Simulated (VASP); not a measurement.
# MgO (Fm-3m) in VASP: notebook, part 2 of 3

VASP 6.6.1.

**4. Single point, r2SCAN+D3(BJ)**

This run uses another cell than the first one, of 9.18 Å³/atom, 1.018 times its volume.

File POSCAR:

```
MgO
1.0
    0.0000000000      2.0938413963      2.0938413963
    2.0938413963      0.0000000000      2.0938413963
    2.0938413963      2.0938413963      0.0000000000
Mg O
1 1
Direct
    0.0000000000      0.0000000000      0.0000000000
    0.5000000000      0.5000000000      0.5000000000
```

File INCAR.step1:

```
PREC = Accurate
ENCUT = 520
ISMEAR = 0
SIGMA = 0.05
LREAL = F
LASPH = T
NELM = 60
NBANDS = 11
GGA = PE
ALGO = Normal
EDIFF = 1E-4
LWAVE = T
LCHARG = F
```

File INCAR.step2:

```
PREC = Accurate
ENCUT = 520
EDIFF = 1E-6
ISMEAR = 0
SIGMA = 0.05
LREAL = F
LASPH = T
NELM = 60
ALGO = Normal
ISIF = 2
LWAVE = F
LCHARG = F
METAGGA = R2SCAN
LMIXTAU = T
IVDW = 12
VDW_S6 = 1.0
VDW_S8 = 0.78981345
VDW_A1 = 0.49484001
VDW_A2 = 5.73083694
NBANDS = 11
ISTART = 1
```

File KPOINTS:

```
regular mesh
0
Gamma
  10 10 10
```

Potentials or basis: VASP PAW PBE potentials, release 64 (Mg, O).

Launch:

```bash
cat potpaw_PBE.64/Mg/POTCAR potpaw_PBE.64/O/POTCAR > POTCAR
cp INCAR.step1 INCAR
mpirun -np 1 vasp_std > vasp.out
cp INCAR.step2 INCAR
mpirun -np 1 vasp_std > vasp.out
```

OUTCAR:

```text
PREC = Accurate
   ENCUT = 520
   EDIFF = 1E-6
   ISMEAR = 0
   LREAL = F
   LASPH = T
   NELM = 60
   ISIF = 2
   METAGGA = R2SCAN
   IVDW = 12
   ISTART = 1
 IVDW          = 12

 ion  position               nearest neighbor table
   1  0.000  0.000  0.000-   2 2.09   2 2.09   2 2.09   2 2.09   2 2.09   2 2.09
   2  0.500  0.500  0.500-   1 2.09   1 2.09   1 2.09   1 2.09   1 2.09   1 2.09

  LATTYP: Found a face centered cubic cell.
 ALAT       =     4.1876827926

  Lattice vectors:

 A1 = (   0.0000000000,   2.0938413963,   2.0938413963)
 A2 = (   2.0938413963,   0.0000000000,   2.0938413963)
 A3 = (   2.0938413963,   2.0938413963,   0.0000000000)

Analysis of symmetry for initial positions (statically):
=====================================================================
 Subroutine PRICEL returns:
 Original cell was already a primitive cell.

 Routine SETGRP: Setting up the symmetry group for a
 face centered cubic supercell.

 Subroutine GETGRP returns: Found 48 space group operations
 (whereof 48 operations were pure point group operations)
 out of a pool of 48 trial point group operations.

The static configuration has the point symmetry O_h .

Analysis of symmetry for dynamics (positions and initial velocities):
=====================================================================
 Subroutine PRICEL returns:
 Original cell was already a primitive cell.

 Routine SETGRP: Setting up the symmetry group for a
 face centered cubic supercell.

 Subroutine GETGRP returns: Found 48 space group operations
 (whereof 48 operations were pure point group operations)
 out of a pool of 48 trial point group operations.

The dynamic configuration has the point symmetry O_h .

 Subroutine INISYM returns: Found 48 space group operations
 (whereof 48 operations are pure point group operations),
 and found     1 'primitive' translations

----------------------------------------------------------------------------------------

                                     Primitive cell

  volume of cell :      18.3595

  direct lattice vectors                    reciprocal lattice vectors
     0.000000000  2.093841396  2.093841396    -0.238795546  0.238795546  0.238795546
     2.093841396  0.000000000  2.093841396     0.238795546 -0.238795546  0.238795546
     2.093841396  2.093841396  0.000000000     0.238795546  0.238795546 -0.238795546

  length of vectors
     2.961138900  2.961138900  2.961138900     0.413606019  0.413606019  0.413606019

  position of ions in fractional coordinates (direct lattice)
     0.000000000  0.000000000  0.000000000
     0.500000000  0.500000000  0.500000000

  ion indices of the primitive-cell ions
   primitive index   ion index
                 1           1
                 2           2

----------------------------------------------------------------------------------------

 KPOINTS: regular mesh

Automatic generation of k-mesh.
 Grid dimensions read from file:
 generate k-points for:   10   10   10

 Generating k-lattice:

  Cartesian coordinates                     Fractional coordinates (reciprocal lattice)
[... 22 lines left out ...]
  0.500000  0.000000  0.000000      4.000000
[... 16 lines left out ...]
  0.300000  0.300000  0.000000      6.000000
  0.400000  0.300000  0.000000     24.000000
 [... further k-points ...]
   k-points           NKPTS =     47   k-points in BZ     NKDIM =     47   number of bands    NBANDS=     11
   number of dos      NEDOS =    301   number of ions     NIONS =      2
   total plane-waves  NPLWV =  13824
   dimension x,y,z NGX =    24 NGY =   24 NGZ =   24
   dimension x,y,z NGXF=    48 NGYF=   48 NGZF=   48
   ions per type =               1   1
   NGX,Y,Z   is equivalent  to a cutoff of  13.47, 13.47, 13.47 a.u.
   NGXF,Y,Z  is equivalent  to a cutoff of  26.95, 26.95, 26.95 a.u.
 SYSTEM =  unknown system
   PREC   = accura    normal or accurate (medium, high low for compatibility)
   ISTART =      1    job   : 0-new  1-cont  2-samecut
   ICHARG =      0    charge: 1-file 2-atom 10-const
   ISPIN  =      1    spin polarized calculation?
   LNONCOLLINEAR =      F non collinear calculations
   LSORBIT =      F    spin-orbit coupling
   LASPH  =      T    aspherical Exc in radial PAW
   ENCUT  =  520.0 eV  38.22 Ry    6.18 a.u.   5.51  5.51  5.51*2*pi/ulx,y,z
   NELM   =     60;   NELMIN=  2; NELMDL=  0     # of ELM steps
   EDIFF  = 0.1E-05   stopping-criterion for ELM
   LREAL  =      F    real-space projection
   EDIFFG = 0.1E-04   stopping-criterion for IOM
   NSW    =      0    number of steps for IOM
   IBRION =     -1    ionic relax: 0-MD 1-quasi-New 2-CG
   NFREE  =      0    steps in history (QN), initial steepest desc. (CG)
   ISIF   =      2    stress and relaxation
   ISYM   =      2    0-nonsym 1-usesym 2-fastsym
   POTIM  = 0.5000    time-step for ionic-motion
   TEBEG  =    0.0;   TEEND  =   0.0 temperature during run
   PSTRESS=    0.0 pullay stress
   NELECT =       8.0000    total number of electrons
   NUPDOWN=      -1.0000    fix difference up-down
   EMIN   =  10.00;   EMAX   =-10.00  energy-range for DOS
   EFERMI =   0.00;   METHOD = LEGACY
   ISMEAR =     0;   SIGMA  =   0.05  broadening in eV -4-tet -1-fermi 0-gaus
   EFERMI_NEDOS =   21; number of points for ismear=-14 and -15
   IALGO  =     38    algorithm
   IMIX   =      4    mixing-type and parameters
     AMIX     =   0.40;   BMIX     =  1.00
     AMIX_MAG =   1.60;   BMIX_MAG =  1.00
  volume/ion in A,a.u.               =       9.18        61.95
  Fermi-wavevector in a.u.,A,eV,Ry     =   1.241131  2.345398 20.958507  1.540407
  Thomas-Fermi vector in A             =   2.375542
   LORBIT       =      0    0 simple, 1 ext, 2 COOP (PROOUT), +10 PAW based schemes
   METAGGA = R2SCAN    functional components
   LHFCALC =     F    Hartree Fock is set to
   AEXX    =    0.0000 exact exchange contribution
   IVDW    =    12    specifies the selected vdW correction
   LEPSILON=     F    determine dielectric tensor
   LRPA    =     F    only Hartree local field effects (RPA)
 non-spin polarized calculation
 Gauss-broadening in eV      SIGMA  =   0.05
  energy-cutoff  :      520.00
  volume of cell :       18.36
 maximum number of plane-waves:       531
 NGX is ok and might be reduce to    24
   NGX = 11   NGY = 11   NGZ = 11

 number of electron       8.0000003 magnetization

 Free energy of the ion-electron system (eV)
  ---------------------------------------------------
  ext. energy  EPLUGINS =         0.00000000
  ---------------------------------------------------
  free energy    TOTEN  =       -16.16095867 eV

  energy without entropy =      -16.16095867  energy(sigma->0) =      -16.16095867

 E-fermi :   3.2638     XC(G=0): -11.6849

 val. band max:        2.9048661432   @ k =   0.0000   0.0000   0.0000
 cond. band min:       8.6870297936   @ k =   0.0000   0.0000   0.0000
 fundamental gap:      5.7821636504
 Fermi energy:         3.2638433721

 k-point     1 :       0.0000    0.0000    0.0000
  band No.  band energies     occupation
      1     -15.3857      2.00000
      2       2.9049      2.00000
      3       2.9049      2.00000
      4       2.9049      2.00000
      5       8.6870      0.00000
      6      19.8410      0.00000
      7      19.8410      0.00000
      8      19.8410      0.00000
      9      24.0367      0.00000
     10      25.8231      0.00000
     11      25.8231      0.00000
[... 309 lines left out ...]
 k-point    24 :       0.4000    0.3000    0.0000
  band No.  band energies     occupation
      1     -14.1404      2.00000
      2      -0.7313      2.00000
      3       1.5608      2.00000
      4       1.7788      2.00000
      5      13.6444      0.00000
      6      14.1267      0.00000
      7      17.8711      0.00000
      8      22.6143      0.00000
      9      22.8408      0.00000
     10      29.4135      0.00000
     11      31.7478      0.00000

 [... further k-points ...]

------------------------ aborting loop because EDIFF is reached ----------------------------------------

 Edisp (eV)   -0.28304

 E8    (eV) :    -0.0860

  FORCE on cell =-STRESS in cart. coord.  units (eV):
  Direction    XX          YY          ZZ          XY          YZ          ZX
  --------------------------------------------------------------------------------------
  -------------------------------------------------------------------------------------
  Total      -0.18621    -0.18621    -0.18621     0.00000     0.00000    -0.00000
  in kB     -16.25027   -16.25027   -16.25027     0.00000     0.00000    -0.00000
  external pressure =      -16.25 kB  Pullay stress =        0.00 kB

 VOLUME and BASIS-vectors are now :
 -----------------------------------------------------------------------------
  energy-cutoff  :      520.00
  volume of cell :       18.36
      direct lattice vectors                 reciprocal lattice vectors
     0.000000000  2.093841396  2.093841396    -0.238795546  0.238795546  0.238795546
     2.093841396  0.000000000  2.093841396     0.238795546 -0.238795546  0.238795546
     2.093841396  2.093841396  0.000000000     0.238795546  0.238795546 -0.238795546

 POSITION                                       TOTAL-FORCE (eV/Angst)
 -----------------------------------------------------------------------------------
      0.00000      0.00000      0.00000         0.000000      0.000000      0.000000
      2.09384      2.09384      2.09384        -0.000000     -0.000000      0.000000
 -----------------------------------------------------------------------------------
    total drift:                               -0.000000     -0.000000      0.000000

  FREE ENERGIE OF THE ION-ELECTRON SYSTEM (eV)
  ---------------------------------------------------
  free  energy   TOTEN  =       -16.4439986464 eV

  energy  without entropy=      -16.4439986464  energy(sigma->0) =      -16.44399865
```

Run time: 78 s. Hardware: 1 thread of Intel Xeon 8259CL, shared host; peak memory 0.16 GiB.

What came out:

| Property | Result |
| --- | --- |
| Free energy | -16.4440 eV |
| Pressure | -1.6 GPa |
| Band gap on the k mesh | 5.78 eV, direct |
| Dispersion energy per atom | -0.142 eV |

Levels at points of the mesh, in eV from the valence-band top:
```
           k point  band 1  band 2  band 3  band 4  band 5  band 6  band 7  band 8  band 9
(0.00, 0.00, 0.00)  -18.29    0.00    0.00    0.00    5.78   16.94   16.94   16.94   21.13
(0.50, 0.00, 0.00)  -17.00   -4.69   -0.69   -0.69    8.92   14.02   17.61   17.61   22.65
(0.50, 0.50, 0.00)  -16.74   -4.17   -1.40   -1.40   10.05   11.26   14.49   20.65   20.65
```

Caveat: three body term missing; the PAW data sets were made with another functional, which shifts forces and pressure a little.

**5. Single point, r2SCAN+D3(BJ)**

This run uses another cell than the first one, of 9.20 Å³/atom, 1.020 times its volume.

File POSCAR:

```
MgO
1.0
    0.0000000000      2.0956997746      2.0956997746
    2.0956997746      0.0000000000      2.0956997746
    2.0956997746      2.0956997746      0.0000000000
Mg O
1 1
Direct
    0.0000000000      0.0000000000      0.0000000000
    0.5000000000      0.5000000000      0.5000000000
```

File INCAR.step1:

```
SYSTEM = MgO
ALGO = Normal
EDIFF = 1E-4
ENCUT = 520
GGA = PE
ISMEAR = 0
LASPH = .True.
LCHARG = .False.
LREAL = .False.
LWAVE = .True.
NBANDS = 11
NELM = 80
PREC = Accurate
SIGMA = 0.05
```

File INCAR.step2:

```
SYSTEM = MgO
ALGO = Normal
EDIFF = 1E-6
ENCUT = 520
ISIF = 2
ISMEAR = 0
ISTART = 1
IVDW = 12
LASPH = .True.
LCHARG = .False.
LMIXTAU = .True.
LREAL = .False.
LWAVE = .False.
METAGGA = R2SCAN
NBANDS = 11
NELM = 80
PREC = Accurate
SIGMA = 0.05
VDW_A1 = 0.49484001
VDW_A2 = 5.73083694
VDW_S6 = 1.0
VDW_S8 = 0.78981345
```

File KPOINTS:

```
k-points
0
Gamma
  10 10 10
  0 0 0
```

Launch:

```bash
cat potpaw_PBE.64/Mg/POTCAR potpaw_PBE.64/O/POTCAR > POTCAR
cp INCAR.step1 INCAR
mpirun -np 1 vasp_std > vasp.out
cp INCAR.step2 INCAR
mpirun -np 1 vasp_std > vasp.out
```

Wall time 78 s (1 thread of Intel Xeon 8259CL, shared host); peak memory 0.16 GiB.

The run converged. Its results:

```
Free energy                : -16.4435 eV
Pressure                   : -2.1 GPa
Band gap on the k mesh     : 5.75 eV, direct
Dispersion energy per atom : -0.141 eV
```

Levels at points of the mesh, in eV from the valence-band top:
| k point | band 1 | band 2 | band 3 | band 4 | band 5 | band 6 | band 7 | band 8 |
| --- | --- | --- | --- | --- | --- | --- | --- | --- |
| (0.00, 0.00, 0.00) | -18.28 | 0.00 | 0.00 | 0.00 | 5.75 | 16.92 | 16.92 | 16.92 |
| (0.50, 0.00, 0.00) | -16.99 | -4.68 | -0.69 | -0.69 | 8.90 | 13.98 | 17.58 | 17.58 |
| (0.50, 0.50, 0.00) | -16.74 | -4.16 | -1.40 | -1.40 | 10.05 | 11.23 | 14.46 | 20.61 |

Caveat: three body term missing; the PAW data sets were made with another functional, which shifts forces and pressure a little.

[end of part 2 of 3]
